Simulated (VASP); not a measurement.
Set up this calculation in VASP 6.6.1, as the native input.

- Task: single point
- Functional: PBE
- Dispersion: D3(BJ)
- Potentials or basis: VASP PAW PBE potentials, release 64 (Al)
- Cutoff: 520 eV
- k mesh: 18 × 18 × 6
- Occupations: gaussian, width 0.15 eV
- Spin: no spin polarisation
- Dipole correction: no
- Further INCAR settings: ALGO = Normal; EDIFF = 1e-07; NBANDS = 14

The structure of Al lies in POSCAR:

```
Al
1.0
    2.8146342533      0.0000000000      0.0000000000
   -1.4073171266      2.4375447657      0.0000000000
    0.0000000000      0.0000000000      9.3907457226
Al
4
Direct
    0.0000000000      0.0000000000      0.0000000000
    0.3333333333      0.6666666667      0.2500000000
    0.0000000000      0.0000000000      0.5000000000
    0.6666666667      0.3333333333      0.7500000000
```

This isn't the form of Al at room conditions, which is fcc.

The input as run:

INCAR

```
  PREC = Accurate
  ENCUT = 520
  EDIFF = 1E-7
  ISMEAR = 0
  SIGMA = 0.15
  LREAL = False
  LASPH = True
  NELM = 100
  ALGO = Normal
  ISIF = 2
  LWAVE = False
  LCHARG = False
  GGA = PE
  IVDW = 12
  NBANDS = 14
```

KPOINTS

```
regular mesh
0
Gamma
  18 18 6
```

Potentials or basis: VASP PAW PBE potentials, release 64 (Al).

Run with:

```console
$ cat potpaw_PBE.64/Al/POTCAR > POTCAR
$ mpirun -np 1 vasp_std > vasp.out
```

It gave:

The pressure is -1.3 GPa, the band gap on the k mesh is zero (bands 6 and 7 overlap by 5.21 eV) and the dispersion energy per atom is -0.345 eV.

Wall time 57 s on 1 thread of Intel(R) Xeon(R) 6975P-C (Granite Rapids), with other jobs on the host, peak memory 0.26 GiB.
